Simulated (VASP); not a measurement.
# Ga4SbAs3 (P-43m) in VASP: single point with PBE

Aim: the single point of Ga4SbAs3 with PBE.

Everything below comes from runs of VASP 6.6.1. Logs are shortened: lines on timing, memory, paths and dates and some standing lists are left out, and cuts for length are marked.

## Step 1: The cell of the first run

Symmetry: P-43m, No. 215, cubic system. The conventional cell has a = 5.868 Å, b = 5.868 Å, c = 5.868 Å, α = 90.00°, β = 90.00°, γ = 90.00°. Ga (site symmetry 3m) has 3 As at 2.51 Å and 1 Sb at 2.62 Å within 3.3 Å. Sb (site symmetry -43m) has 4 Ga at 2.62 Å within 3.5 Å. As (site symmetry -42m) has 4 Ga at 2.51 Å within 3.3 Å.

## Step 2: Single point, PBE

The input, INCAR:

```
SYSTEM = Ga4SbAs3
PREC = Accurate ; ENCUT = 520
EDIFF = 1E-6 ; ISMEAR = 0
SIGMA = 0.1 ; LREAL = .False.
LASPH = .True. ; NELM = 100
ALGO = Normal ; ISIF = 2
LWAVE = .False. ; LCHARG = .True.
GGA = PE ; LELF = .True.
LVHAR = .True. ; NBANDS = 46
```

The input, KPOINTS:

```
regular mesh
0
Gamma
  6 6 6
  0 0 0
```

The input, POSCAR:

```
Ga4SbAs3
1.0
    5.8676540000      0.0000000000      0.0000000000
    0.0000000000      5.8676540000      0.0000000000
    0.0000000000      0.0000000000      5.8676540000
Ga Sb As
4 1 3
Direct
    0.2417920000      0.7582080000      0.7582080000
    0.2417920000      0.2417920000      0.2417920000
    0.7582080000      0.7582080000      0.2417920000
    0.7582080000      0.2417920000      0.7582080000
    0.5000000000      0.5000000000      0.5000000000
    0.0000000000      0.5000000000      0.0000000000
    0.0000000000      0.0000000000      0.5000000000
    0.5000000000      0.0000000000      0.0000000000
```

Potentials or basis: VASP PAW PBE potentials, release 64 (Ga_d, Sb, As).

Run with:

```
$ cat potpaw_PBE.64/Ga_d/POTCAR potpaw_PBE.64/Sb/POTCAR potpaw_PBE.64/As/POTCAR > POTCAR
$ mpirun -np 1 vasp_std > vasp.out
```

OUTCAR:

```text
SYSTEM = Ga4SbAs3
   PREC = Accurate
   ENCUT = 520
   EDIFF = 1E-6
   ISMEAR = 0
   LREAL = .False.
   LASPH = .True.
   NELM = 100
   ISIF = 2
   GGA = PE

 ion  position               nearest neighbor table
   1  0.242  0.758  0.758-   6 2.51   7 2.51   8 2.51   5 2.62
   2  0.242  0.242  0.242-   6 2.51   7 2.51   8 2.51   5 2.62
   3  0.758  0.758  0.242-   6 2.51   7 2.51   8 2.51   5 2.62
   4  0.758  0.242  0.758-   6 2.51   7 2.51   8 2.51   5 2.62
   5  0.500  0.500  0.500-   1 2.62   2 2.62   3 2.62   4 2.62
   6  0.000  0.500  0.000-   1 2.51   2 2.51   3 2.51   4 2.51
   7  0.000  0.000  0.500-   1 2.51   2 2.51   3 2.51   4 2.51
   8  0.500  0.000  0.000-   1 2.51   2 2.51   3 2.51   4 2.51

  LATTYP: Found a simple cubic cell.
 ALAT       =     5.8676540000

  Lattice vectors:

 A1 = (   5.8676540000,   0.0000000000,   0.0000000000)
 A2 = (   0.0000000000,   5.8676540000,   0.0000000000)
 A3 = (   0.0000000000,   0.0000000000,   5.8676540000)

Analysis of symmetry for initial positions (statically):
=====================================================================
 Subroutine PRICEL returns:
 Original cell was already a primitive cell.

 Routine SETGRP: Setting up the symmetry group for a
 simple cubic supercell.

 Subroutine GETGRP returns: Found 24 space group operations
 (whereof 24 operations were pure point group operations)
 out of a pool of 48 trial point group operations.

The static configuration has the point symmetry T_d .

Analysis of symmetry for dynamics (positions and initial velocities):
=====================================================================
 Subroutine PRICEL returns:
 Original cell was already a primitive cell.

 Routine SETGRP: Setting up the symmetry group for a
 simple cubic supercell.

 Subroutine GETGRP returns: Found 24 space group operations
 (whereof 24 operations were pure point group operations)
 out of a pool of 48 trial point group operations.

The dynamic configuration has the point symmetry T_d .

 Subroutine INISYM returns: Found 24 space group operations
 (whereof 24 operations are pure point group operations),
 and found     1 'primitive' translations

----------------------------------------------------------------------------------------

                                     Primitive cell

  volume of cell :     202.0196

  direct lattice vectors                    reciprocal lattice vectors
     5.867654000  0.000000000  0.000000000     0.170425864  0.000000000  0.000000000
     0.000000000  5.867654000  0.000000000     0.000000000  0.170425864  0.000000000
     0.000000000  0.000000000  5.867654000     0.000000000  0.000000000  0.170425864

  length of vectors
     5.867654000  5.867654000  5.867654000     0.170425864  0.170425864  0.170425864

  position of ions in fractional coordinates (direct lattice)
     0.241792000  0.758208000  0.758208000
     0.241792000  0.241792000  0.241792000
     0.758208000  0.758208000  0.241792000
     0.758208000  0.241792000  0.758208000
     0.500000000  0.500000000  0.500000000
     0.000000000  0.500000000  0.000000000
     0.000000000  0.000000000  0.500000000
     0.500000000  0.000000000  0.000000000

  ion indices of the primitive-cell ions
   primitive index   ion index
                 1           1
                 2           2
                 3           3
                 4           4
                 5           5
                 6           6
                 7           7
                 8           8

----------------------------------------------------------------------------------------

 KPOINTS: regular mesh

Automatic generation of k-mesh.
 Grid dimensions read from file:
 generate k-points for:    6    6    6

 Generating k-lattice:

  Cartesian coordinates                     Fractional coordinates (reciprocal lattice)
     0.028404311  0.000000000  0.000000000     0.166666667  0.000000000  0.000000000
     0.000000000  0.028404311  0.000000000     0.000000000  0.166666667  0.000000000
     0.000000000  0.000000000  0.028404311     0.000000000  0.000000000  0.166666667

  Length of vectors
     0.028404311  0.028404311  0.028404311

  Shift w.r.t. Gamma in fractional coordinates (k-lattice)
     0.000000000  0.000000000  0.000000000

 Subroutine IBZKPT returns following result:
 ===========================================

 Found     20 irreducible k-points:

 Following reciprocal coordinates:
            Coordinates               Weight
  0.000000  0.000000  0.000000      1.000000
  0.166667  0.000000  0.000000      6.000000
  0.333333  0.000000  0.000000      6.000000
  0.500000  0.000000  0.000000      3.000000
  0.166667  0.166667  0.000000     12.000000
  0.333333  0.166667  0.000000     24.000000
[... 12 lines left out ...]
  0.500000  0.500000  0.333333      6.000000
  0.500000  0.500000  0.500000      1.000000
   k-points           NKPTS =     20   k-points in BZ     NKDIM =     20   number of bands    NBANDS=     46
   number of dos      NEDOS =    301   number of ions     NIONS =      8
   total plane-waves  NPLWV = 110592
   dimension x,y,z NGX =    48 NGY =   48 NGZ =   48
   dimension x,y,z NGXF=    96 NGYF=   96 NGZF=   96
   ions per type =               4   1   3
   NGX,Y,Z   is equivalent  to a cutoff of  13.60, 13.60, 13.60 a.u.
   NGXF,Y,Z  is equivalent  to a cutoff of  27.20, 27.20, 27.20 a.u.
 SYSTEM =  Ga4SbAs3
   PREC   = accura    normal or accurate (medium, high low for compatibility)
   ISTART =      0    job   : 0-new  1-cont  2-samecut
   ICHARG =      2    charge: 1-file 2-atom 10-const
   ISPIN  =      1    spin polarized calculation?
   LNONCOLLINEAR =      F non collinear calculations
   LSORBIT =      F    spin-orbit coupling
   LASPH  =      T    aspherical Exc in radial PAW
   ENCUT  =  520.0 eV  38.22 Ry    6.18 a.u.  10.91 10.91 10.91*2*pi/ulx,y,z
   NELM   =    100;   NELMIN=  2; NELMDL= -5     # of ELM steps
   EDIFF  = 0.1E-05   stopping-criterion for ELM
   LREAL  =      F    real-space projection
   EDIFFG = 0.1E-04   stopping-criterion for IOM
   NSW    =      0    number of steps for IOM
   IBRION =     -1    ionic relax: 0-MD 1-quasi-New 2-CG
   NFREE  =      0    steps in history (QN), initial steepest desc. (CG)
   ISIF   =      2    stress and relaxation
   ISYM   =      2    0-nonsym 1-usesym 2-fastsym
   POTIM  = 0.5000    time-step for ionic-motion
   TEBEG  =    0.0;   TEEND  =   0.0 temperature during run
   PSTRESS=    0.0 pullay stress
   NELECT =      72.0000    total number of electrons
   NUPDOWN=      -1.0000    fix difference up-down
   EMIN   =  10.00;   EMAX   =-10.00  energy-range for DOS
   EFERMI =   0.00;   METHOD = LEGACY
   ISMEAR =     0;   SIGMA  =   0.10  broadening in eV -4-tet -1-fermi 0-gaus
   EFERMI_NEDOS =   21; number of points for ismear=-14 and -15
   IALGO  =     38    algorithm
   IMIX   =      4    mixing-type and parameters
     AMIX     =   0.40;   BMIX     =  1.00
     AMIX_MAG =   1.60;   BMIX_MAG =  1.00
  volume/ion in A,a.u.               =      25.25       170.41
  Fermi-wavevector in a.u.,A,eV,Ry     =   1.160703  2.193411 18.330202  1.347232
  Thomas-Fermi vector in A             =   2.297283
   LORBIT       =      0    0 simple, 1 ext, 2 COOP (PROOUT), +10 PAW based schemes
   GGA     = PE    functional components
   LHFCALC =     F    Hartree Fock is set to
   AEXX    =    0.0000 exact exchange contribution
   IVDW    =     0    specifies the selected vdW correction
   LEPSILON=     F    determine dielectric tensor
   LRPA    =     F    only Hartree local field effects (RPA)
 non-spin polarized calculation
 Gauss-broadening in eV      SIGMA  =   0.10
  energy-cutoff  :      520.00
  volume of cell :      202.02
 maximum number of plane-waves:      5520
 NGX is ok and might be reduce to    48
   NGX = 21   NGY = 21   NGZ = 21

 number of electron      71.9999990 magnetization

 Free energy of the ion-electron system (eV)
  ---------------------------------------------------
  ext. energy  EPLUGINS =         0.00000000
  ---------------------------------------------------
  free energy    TOTEN  =       -32.00474362 eV

  energy without entropy =      -32.00380546  energy(sigma->0) =      -32.00427454

 E-fermi :   3.8419     XC(G=0):  -9.2409

 val. band max:        3.8001711146   @ k =   0.0000   0.0000   0.0000
 cond. band min:       4.2407091066   @ k =   0.5000   0.5000   0.5000
 fundamental gap:      0.4405379920
 Fermi energy:         3.8418993788

 k-point     1 :       0.0000    0.0000    0.0000
  band No.  band energies     occupation
      1     -11.1136      2.00000
      2     -11.1136      2.00000
      3     -11.1011      2.00000
      4     -11.0341      2.00000
      5     -11.0341      2.00000
      6     -11.0341      2.00000
[... 38 lines left out ...]
     45       7.2354      0.00000
     46       7.2354      0.00000

 k-point     2 :       0.1667    0.0000    0.0000
  band No.  band energies     occupation
      1     -11.1117      2.00000
      2     -11.1100      2.00000
      3     -11.0982      2.00000
      4     -11.0396      2.00000
      5     -11.0320      2.00000
      6     -11.0320      2.00000
[... 38 lines left out ...]
     45       7.6705      0.00000
     46       7.6705      0.00000

 k-point     3 :       0.3333    0.0000    0.0000
  band No.  band energies     occupation
      1     -11.1077      2.00000
      2     -11.1015      2.00000
      3     -11.0906      2.00000
      4     -11.0533      2.00000
      5     -11.0263      2.00000
      6     -11.0263      2.00000
[... 822 lines left out ...]
     45       8.2571      0.00000
     46       8.2655      0.00000

 k-point    20 :       0.5000    0.5000    0.5000
  band No.  band energies     occupation
      1     -11.0903      2.00000
      2     -11.0903      2.00000
      3     -11.0903      2.00000
      4     -11.0675      2.00000
      5     -11.0241      2.00000
      6     -11.0241      2.00000
[... 38 lines left out ...]
     45       8.0841      0.00000
     46       8.0842      0.00000

------------------------ aborting loop because EDIFF is reached ----------------------------------------

  FORCE on cell =-STRESS in cart. coord.  units (eV):
  Direction    XX          YY          ZZ          XY          YZ          ZX
  --------------------------------------------------------------------------------------
  -------------------------------------------------------------------------------------
  Total        0.1721646      0.1721646      0.1721646     -0.0000000     -0.0000000      0.0000000
  in kB        1.3654032      1.3654032      1.3654032     -0.0000000     -0.0000000      0.0000000
  external PRESSURE =       1.3654032 kB  Pullay stress =       0.0000000 kB

 VOLUME and BASIS-vectors are now :
 -----------------------------------------------------------------------------
  energy-cutoff  :      520.00
  volume of cell :      202.02
      direct lattice vectors                 reciprocal lattice vectors
     5.867654000  0.000000000  0.000000000     0.170425864  0.000000000  0.000000000
     0.000000000  5.867654000  0.000000000     0.000000000  0.170425864  0.000000000
     0.000000000  0.000000000  5.867654000     0.000000000  0.000000000  0.170425864

 POSITION                                       TOTAL-FORCE (eV/Angst)
 -----------------------------------------------------------------------------------
      1.41875      4.44890      4.44890         0.002977     -0.002977     -0.002977
      1.41875      1.41875      1.41875         0.002977      0.002977      0.002977
      4.44890      4.44890      1.41875        -0.002977     -0.002977      0.002977
      4.44890      1.41875      4.44890        -0.002977      0.002977     -0.002977
      2.93383      2.93383      2.93383        -0.000000      0.000000      0.000000
      0.00000      2.93383      0.00000        -0.000000      0.000000     -0.000000
      0.00000      0.00000      2.93383        -0.000000     -0.000000      0.000000
      2.93383      0.00000      0.00000        -0.000000      0.000000     -0.000000
 -----------------------------------------------------------------------------------
    total drift:                               -0.000000     -0.000000      0.000000

  FREE ENERGIE OF THE ION-ELECTRON SYSTEM (eV)
  ---------------------------------------------------
  free  energy   TOTEN  =       -32.0047436169 eV

  energy  without entropy=      -32.0038054631  energy(sigma->0) =      -32.00427454
```

Wall time 96 s (1 thread of Intel Xeon 6975P-C (Granite Rapids), shared host); peak memory 0.43 GiB.

What came out:

```
Free energy            : -32.0047 eV
Pressure               : 0.1 GPa
Largest force          : 0.005 eV/Å
Band gap on the k mesh : zero (filled and empty bands touch)
```

Forces in eV/Å, atoms in the order of the input:
```
Ga   0.003 -0.003 -0.003
Ga   0.003  0.003  0.003
Ga  -0.003 -0.003  0.003
Ga  -0.003  0.003 -0.003
Sb   0.000  0.000  0.000
As   0.000  0.000  0.000
As   0.000  0.000  0.000
As   0.000  0.000  0.000
```

Levels at points of the mesh, in eV from the Fermi level:
| k point | band 32 | band 33 | band 34 | band 35 | band 36 | band 37 | band 38 | band 39 | band 40 | band 41 |
| --- | --- | --- | --- | --- | --- | --- | --- | --- | --- | --- |
| (0.00, 0.00, 0.00) | -2.51 | -2.51 | -0.24 | -0.04 | -0.04 | -0.04 | 1.38 | 1.38 | 1.38 | 1.46 |
| (0.50, 0.00, 0.00) | -3.08 | -1.85 | -1.85 | -1.42 | -1.42 | 1.61 | 1.79 | 2.63 | 3.08 | 4.00 |
| (0.50, 0.50, 0.00) | -3.05 | -1.55 | -1.33 | -0.99 | -0.99 | 2.08 | 2.08 | 2.43 | 2.64 | 4.77 |
| (0.50, 0.50, 0.50) | -1.29 | -1.29 | -0.79 | -0.79 | -0.79 | 0.40 | 0.40 | 0.40 | 1.28 | 4.21 |

Caveat: spin-orbit coupling is left out, which moves the levels of the heavy elements.
